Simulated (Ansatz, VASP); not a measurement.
# BP4 in VASP and in Ansatz

```
B P
1.0
     4.95726    0.00000    0.00000
    -2.47863    4.29311    0.00000
     0.00000    0.00000    3.72325
B P
1 4
Direct
  0.00000 0.00000 0.50000
  0.50000 0.00000 0.50000
  0.00000 0.50000 0.50000
  0.50000 0.50000 0.50000
  0.00000 0.00000 0.00000
```

Alike in both runs: functional PBE; k mesh 6 × 6 × 4; occupations gaussian, width 0.1 eV; no spin polarisation.

Ansatz relaxed the structure, and its values are those at the end. VASP's run is a single point on that final structure, the one shown.

|  | VASP | Ansatz |
| --- | --- | --- |
| version | VASP 6.6.1 | Ansatz 0.2.0 |
| potentials or method | VASP PAW PBE potentials, release 64 (B, P), cutoff 520 eV | scalar-relativistic, plane waves, PAW |
| valence electrons in the cell | 23 | 23 |

|  | VASP | Ansatz | Ansatz less VASP |
| --- | --- | --- | --- |
| gap on the k mesh at the Fermi level (eV) | none | none | - |
| pressure (GPa) | 0.0 | 0.2 | +0.16 |

A gap of «none» marks a metal or a gap that the smearing closes.

The k mesh is coarse, so the values compare programs but aren't converged.
